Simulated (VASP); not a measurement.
# FeNi3 (Pm-3m) in VASP: a series of runs, part 2 of 3

VASP 6.6.1. Earlier steps stand in the parts before.

### 3 Single point, PBEsol, collinear spin, ferromagnetic start (11.81 Å³/atom)

This run uses another cell than the first one, of 11.81 Å³/atom.

INCAR reads:

```
ALGO = Fast
EDIFF = 1E-7
ENCUT = 520
GGA = PS
ISIF = 2
ISMEAR = -1
ISPIN = 2
LASPH = T
LCHARG = F
LMAXMIX = 4
LORBIT = 11
LREAL = F
LWAVE = F
MAGMOM = 1 1 1 3
NBANDS = 31
NELM = 150
PREC = Accurate
SIGMA = 0.05
```

KPOINTS reads:

```
k-points
0
Gamma
  8 8 8
```

POSCAR reads:

```
FeNi3
1.0
    3.6145274555      0.0000000000      0.0000000000
    0.0000000000      3.6145274555      0.0000000000
    0.0000000000      0.0000000000      3.6145274555
Ni Fe
3 1
Direct
    0.5000000000      0.5000000000      0.0000000000
    0.5000000000      0.0000000000      0.5000000000
    0.0000000000      0.5000000000      0.5000000000
    0.0000000000      0.0000000000      0.0000000000
```

Potentials or basis: VASP PAW PBE potentials, release 64 (Ni, Fe).

Started as:

```
> cat potpaw_PBE.64/Ni/POTCAR potpaw_PBE.64/Fe/POTCAR > POTCAR
> mpirun -np 1 vasp_std > vasp.out
```

OUTCAR:

```text
EDIFF = 1E-7
   ENCUT = 520
   GGA = PS
   ISIF = 2
   ISMEAR = -1
   ISPIN = 2
   LASPH = T
   LORBIT = 11
   LREAL = F
   NELM = 150
   PREC = Accurate

 ion  position               nearest neighbor table
   1  0.500  0.500  0.000-   2 2.56   3 2.56   4 2.56   2 2.56   3 2.56   2 2.56   4 2.56   2 2.56
                             3 2.56   4 2.56   3 2.56   4 2.56
   2  0.500  0.000  0.500-   1 2.56   3 2.56   4 2.56   1 2.56   4 2.56   1 2.56   3 2.56   1 2.56
                             3 2.56   4 2.56   4 2.56   3 2.56
   3  0.000  0.500  0.500-   1 2.56   2 2.56   4 2.56   1 2.56   4 2.56   2 2.56   4 2.56   4 2.56
                             1 2.56   2 2.56   1 2.56   2 2.56
   4  0.000  0.000  0.000-   1 2.56   2 2.56   3 2.56   2 2.56   3 2.56   1 2.56   3 2.56   3 2.56
                             1 2.56   2 2.56   2 2.56   1 2.56

  LATTYP: Found a simple cubic cell.
 ALAT       =     3.6145274555

  Lattice vectors:

 A1 = (   3.6145274555,   0.0000000000,   0.0000000000)
 A2 = (   0.0000000000,   3.6145274555,   0.0000000000)
 A3 = (   0.0000000000,   0.0000000000,   3.6145274555)

Analysis of symmetry for initial positions (statically):
=====================================================================
 Subroutine PRICEL returns:
 Original cell was already a primitive cell.

 Routine SETGRP: Setting up the symmetry group for a
 simple cubic supercell.

 Subroutine GETGRP returns: Found 48 space group operations
 (whereof 48 operations were pure point group operations)
 out of a pool of 48 trial point group operations.

The static configuration has the point symmetry O_h .

Analysis of symmetry for dynamics (positions and initial velocities):
=====================================================================
 Subroutine PRICEL returns:
 Original cell was already a primitive cell.

 Routine SETGRP: Setting up the symmetry group for a
 simple cubic supercell.

 Subroutine GETGRP returns: Found 48 space group operations
 (whereof 48 operations were pure point group operations)
 out of a pool of 48 trial point group operations.

The dynamic configuration has the point symmetry O_h .

Analysis of structural, dynamic, and magnetic symmetry:
=====================================================================
 Subroutine PRICEL returns:
 Original cell was already a primitive cell.

 Routine SETGRP: Setting up the symmetry group for a
 simple cubic supercell.

 Subroutine GETGRP returns: Found 48 space group operations
 (whereof 48 operations were pure point group operations)
 out of a pool of 48 trial point group operations.

The overall configuration has the point symmetry O_h .

 Subroutine INISYM returns: Found 48 space group operations
 (whereof 48 operations are pure point group operations),
 and found     1 'primitive' translations

----------------------------------------------------------------------------------------

                                     Primitive cell

  volume of cell :      47.2231

  direct lattice vectors                    reciprocal lattice vectors
     3.614527456  0.000000000  0.000000000     0.276661337  0.000000000  0.000000000
     0.000000000  3.614527456  0.000000000     0.000000000  0.276661337  0.000000000
[... 82 lines left out ...]
   ICHARG =      2    charge: 1-file 2-atom 10-const
   ISPIN  =      2    spin polarized calculation?
   LNONCOLLINEAR =      F non collinear calculations
   LSORBIT =      F    spin-orbit coupling
   LASPH  =      T    aspherical Exc in radial PAW
   ENCUT  =  520.0 eV  38.22 Ry    6.18 a.u.   6.72  6.72  6.72*2*pi/ulx,y,z
   NELM   =    150;   NELMIN=  2; NELMDL= -5     # of ELM steps
   EDIFF  = 0.1E-06   stopping-criterion for ELM
   LREAL  =      F    real-space projection
   EDIFFG = 0.1E-05   stopping-criterion for IOM
   NSW    =      0    number of steps for IOM
   IBRION =     -1    ionic relax: 0-MD 1-quasi-New 2-CG
   NFREE  =      0    steps in history (QN), initial steepest desc. (CG)
   ISIF   =      2    stress and relaxation
   ISYM   =      2    0-nonsym 1-usesym 2-fastsym
   POTIM  = 0.5000    time-step for ionic-motion
   TEBEG  =    0.0;   TEEND  =   0.0 temperature during run
   PSTRESS=    0.0 pullay stress
   NELECT =      38.0000    total number of electrons
   NUPDOWN=      -1.0000    fix difference up-down
   EMIN   =  10.00;   EMAX   =-10.00  energy-range for DOS
   EFERMI =   0.00;   METHOD = LEGACY
   ISMEAR =    -1;   SIGMA  =   0.05  broadening in eV -4-tet -1-fermi 0-gaus
   EFERMI_NEDOS =   21; number of points for ismear=-14 and -15
   IALGO  =     68    algorithm
   IMIX   =      4    mixing-type and parameters
     AMIX     =   0.40;   BMIX     =  1.00
     AMIX_MAG =   1.60;   BMIX_MAG =  1.00
  volume/ion in A,a.u.               =      11.81        79.67
  Fermi-wavevector in a.u.,A,eV,Ry     =   1.522712  2.877509 31.547183  2.318653
  Thomas-Fermi vector in A             =   2.631254
   LORBIT       =     11    0 simple, 1 ext, 2 COOP (PROOUT), +10 PAW based schemes
   GGA     = PS    functional components
   LHFCALC =     F    Hartree Fock is set to
   AEXX    =    0.0000 exact exchange contribution
   IVDW    =     0    specifies the selected vdW correction
   LEPSILON=     F    determine dielectric tensor
   LRPA    =     F    only Hartree local field effects (RPA)
 spin polarized calculation
 RMM-DIIS sequential band-by-band and
  energy-cutoff  :      520.00
  volume of cell :       47.22
 maximum number of plane-waves:      1328
 NGX is ok and might be reduce to    28
   NGX = 13   NGY = 13   NGZ = 13

 number of electron      38.0000060 magnetization       4.9419849

 Free energy of the ion-electron system (eV)
  ---------------------------------------------------
  ext. energy  EPLUGINS =         0.00000000
  ---------------------------------------------------
  free energy    TOTEN  =       -27.35237457 eV

  energy without entropy =      -27.32409935  energy(sigma->0) =      -27.33823696

 E-fermi :   7.6433     XC(G=0): -12.9817

 val. band max:        7.6432608127   @ k =   0.5000   0.5000   0.3750
 cond. band min:       7.6457858131   @ k =   0.3750   0.1250   0.0000
 fundamental gap:      0.0025250005
 Fermi energy:         7.6433296831

 spin component 1

 k-point     1 :       0.0000    0.0000    0.0000
  band No.  band energies     occupation
      1      -1.0822      1.00000
      2       2.6562      1.00000
      3       2.6562      1.00000
      4       3.3459      1.00000
      5       3.3459      1.00000
      6       3.3459      1.00000
[... 805 lines left out ...]
     30      20.7793      0.00000
     31      23.2148      0.00000

 [... further k-points ...]

 spin component 2

 k-point     1 :       0.0000    0.0000    0.0000
  band No.  band energies     occupation
      1      -1.0047      1.00000
      2       3.7497      1.00000
      3       3.7497      1.00000
      4       3.7669      1.00000
      5       4.4065      1.00000
      6       4.4065      1.00000
[... 805 lines left out ...]
     30      21.2226      0.00000
     31      23.3813      0.00000

 [... further k-points ...]
[... 5 lines left out ...]
  --------------------------------------------------------------------------------------
  -------------------------------------------------------------------------------------
  Total       -5.3452484     -5.3452484     -5.3452484     -0.0000000      0.0000000     -0.0000000
  in kB     -181.3526428   -181.3526428   -181.3526428     -0.0000000      0.0000000     -0.0000000
  external PRESSURE =    -181.3526428 kB  Pullay stress =       0.0000000 kB

 VOLUME and BASIS-vectors are now :
 -----------------------------------------------------------------------------
  energy-cutoff  :      520.00
  volume of cell :       47.22
      direct lattice vectors                 reciprocal lattice vectors
     3.614527456  0.000000000  0.000000000     0.276661337  0.000000000  0.000000000
     0.000000000  3.614527456  0.000000000     0.000000000  0.276661337  0.000000000
     0.000000000  0.000000000  3.614527456     0.000000000  0.000000000  0.276661337

 POSITION                                       TOTAL-FORCE (eV/Angst)
 -----------------------------------------------------------------------------------
      1.80726      1.80726      0.00000         0.000000      0.000000      0.000000
      1.80726      0.00000      1.80726         0.000000      0.000000      0.000000
      0.00000      1.80726      1.80726         0.000000      0.000000      0.000000
      0.00000      0.00000      0.00000         0.000000      0.000000      0.000000
 -----------------------------------------------------------------------------------
    total drift:                                0.000000      0.000000      0.000000

  FREE ENERGIE OF THE ION-ELECTRON SYSTEM (eV)
  ---------------------------------------------------
  free  energy   TOTEN  =       -27.3523745654 eV

  energy  without entropy=      -27.3240993529  energy(sigma->0) =      -27.33823696

 total charge

# of ion       s       p       d       tot
------------------------------------------
    1        0.483   0.464   8.295   9.241
    2        0.483   0.464   8.295   9.241
    3        0.483   0.464   8.295   9.241
    4        0.455   0.461   6.063   6.978
--------------------------------------------------
tot          1.903   1.853  30.946  34.702

 magnetization (x)

# of ion       s       p       d       tot
------------------------------------------
    1       -0.015  -0.040   0.722   0.667
    2       -0.015  -0.040   0.722   0.667
    3       -0.015  -0.040   0.722   0.667
    4        0.012   0.001   2.964   2.977
--------------------------------------------------
tot         -0.032  -0.118   5.129   4.978
```

OSZICAR:

```text
N       E                     dE             d eps       ncg     rms          rms(c)
DAV:   1     0.243690648035E+03    0.24369E+03   -0.16988E+04  4508   0.172E+03
DAV:   2    -0.159174640547E+02   -0.25961E+03   -0.24406E+03  4340   0.317E+02
DAV:   3    -0.320507866161E+02   -0.16133E+02   -0.15288E+02  4816   0.105E+02
DAV:   4    -0.322719620222E+02   -0.22118E+00   -0.22095E+00  5061   0.131E+01
DAV:   5    -0.322785717898E+02   -0.66098E-02   -0.66093E-02  6424   0.175E+00    0.210E+01
RMM:   6    -0.288103232566E+02    0.34682E+01   -0.31563E+01  4740   0.570E+01    0.179E+01
RMM:   7    -0.288018319763E+02    0.84913E-02   -0.39935E+00  4490   0.211E+01    0.193E+01
RMM:   8    -0.274601094211E+02    0.13417E+01   -0.10932E+00  4650   0.106E+01    0.588E+00
RMM:   9    -0.273799955366E+02    0.80114E-01   -0.80535E-02  4996   0.281E+00    0.326E+00
RMM:  10    -0.273621286499E+02    0.17867E-01   -0.33971E-02  5084   0.119E+00    0.127E+00
RMM:  11    -0.273526739705E+02    0.94547E-02   -0.86925E-03  5143   0.493E-01    0.511E-01
RMM:  12    -0.273526791903E+02   -0.52198E-05   -0.13858E-03  5310   0.226E-01    0.296E-01
RMM:  13    -0.273524253224E+02    0.25387E-03   -0.29230E-04  5454   0.140E-01    0.698E-02
RMM:  14    -0.273523717022E+02    0.53620E-04   -0.97259E-05  5779   0.565E-02    0.413E-02
RMM:  15    -0.273523831024E+02   -0.11400E-04   -0.16849E-05  5548   0.272E-02    0.505E-02
RMM:  16    -0.273523741645E+02    0.89380E-05   -0.60850E-06  5075   0.196E-02    0.401E-03
RMM:  17    -0.273523745515E+02   -0.38704E-06   -0.26206E-06  5699   0.811E-03    0.305E-03
RMM:  18    -0.273523745654E+02   -0.13895E-07   -0.23273E-07  3775   0.356E-03
   1 F= -.27352375E+02 E0= -.27338237E+02  d E =-.282752E-01  mag=     4.9419
```

stdout:

```text
POSCAR found type information on POSCAR NiFe
 POSCAR found :  2 types and       4 ions
 scaLAPACK will be used
 -----------------------------------------------------------------------------
|                                                                             |
|                                                                             |
|     You enforced a specific xc type in the INCAR file but a different       |
|     I HOPE YOU KNOW WHAT YOU ARE DOING!                                     |
|                                                                             |
 -----------------------------------------------------------------------------

 LDA part: xc-table for (Slater+PW92), standard interpolation
 POSCAR, INCAR and KPOINTS ok, starting setup
 FFT: planning ... GRIDC
 FFT: planning ... GRID_SOFT
 FFT: planning ... GRID
 WAVECAR not read
 entering main loop
```

Run time: 1.9 min. Hardware: 1 thread of Oxide Virtual Turin-like, shared host; peak memory 0.19 GiB.

Results:

```yaml
Free_energy: -27.3524 eV
Pressure: -18.1 GPa
Net_moment: 4.94 μB per cell
Site_moments: Ni +0.67; Fe +2.98 μB
Valence_electrons_inside_the_program's_atomic_spheres: Ni 9.24; Fe 6.98
```

Levels at points of the mesh, in eV from the Fermi level:
Spin up:
```
           k point  band 18  band 19  band 20  band 21  band 22  band 23  band 24  band 25
(0.00, 0.00, 0.00)    -0.78    -0.64    -0.64    -0.64     2.16     2.16     2.16     8.30
(0.50, 0.00, 0.00)    -1.46    -1.42    -1.01    -0.78    -0.64     7.10     7.10     7.16
(0.50, 0.50, 0.00)    -1.68    -1.45    -1.41     0.63     0.63     0.63     0.63    10.66
(0.50, 0.50, 0.50)    -0.79    -0.79    -0.79    -0.46    -0.46    -0.46    -0.28     4.99
```
Spin down:
```csv
k point,band 12,band 13,band 14,band 15,band 16,band 17,band 18,band 19,band 20,band 21
"(0.00, 0.00, 0.00)",-0.49,0.02,0.27,0.27,0.27,0.95,0.95,1.21,1.21,1.21
"(0.50, 0.00, 0.00)",-1.08,-0.85,-0.85,-0.75,-0.33,-0.06,-0.06,0.28,0.51,0.60
"(0.50, 0.50, 0.00)",-1.51,-1.07,-1.07,-1.07,-0.71,-0.59,0.21,0.21,0.40,1.31
"(0.50, 0.50, 0.50)",-1.26,-0.38,-0.37,-0.37,-0.37,0.08,0.08,0.08,0.78,0.78
```

Caveat: the cell stands under tension; the PAW data sets were made with another functional, which shifts forces and pressure a little.

[end of part 2 of 3]
